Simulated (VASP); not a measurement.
Wanted: the native input for a VASP 6.6.1 run.

```
Task                   : single point
Functional             : LDA
Potentials or basis    : VASP PAW LDA potentials, release 64 (Si, O)
Cutoff                 : 520 eV
k mesh                 : 6 × 6 × 10
Occupations            : fermi-dirac, width 0.02 eV
Spin                   : no spin polarisation
Dipole correction      : no
Further INCAR settings : ALGO = Normal; EDIFF = 1e-06; NBANDS = 25
```

The structure of SiO2 (Stishovite) lies in POSCAR:

```
SiO2
1.0
    4.1549772811      0.0000000000      0.0000000000
    0.0000000000      4.1549772811      0.0000000000
    0.0000000000      0.0000000000      2.6613340265
Si O
2 4
Direct
    0.0000000000      0.0000000000      0.0000000000
    0.5000000000      0.5000000000      0.5000000000
    0.3055710637      0.3055710637      0.0000000000
    0.1944289363      0.8055710637      0.5000000000
    0.6944289363      0.6944289363      0.0000000000
    0.8055710637      0.1944289363      0.5000000000
```

These files were run (other wordings do the same):

INCAR

```
PREC = Accurate
ENCUT = 520
EDIFF = 1E-6
ISMEAR = -1
SIGMA = 0.02
LREAL = F
LASPH = T
NELM = 80
ALGO = Normal
ISIF = 2
LWAVE = F
LCHARG = F
GGA = CA
NBANDS = 25
```

KPOINTS

```
regular mesh
0
Gamma
  6 6 10
```

Potentials or basis: VASP PAW LDA potentials, release 64 (Si, O).

The run is started by

```console
$ cat potpaw_LDA.64/Si/POTCAR potpaw_LDA.64/O/POTCAR > POTCAR
$ mpirun -np 1 vasp_std > vasp.out
```

Results of the run:

| Property | Result |
| --- | --- |
| Pressure | 1.1 GPa |
| Largest force | 0.034 eV/Å |
| Band gap on the k mesh | 5.82 eV, direct |

Wall time 16 s on 1 thread of Intel(R) Xeon(R) 6975P-C (Granite Rapids), with other jobs on the host, peak memory 0.16 GiB.
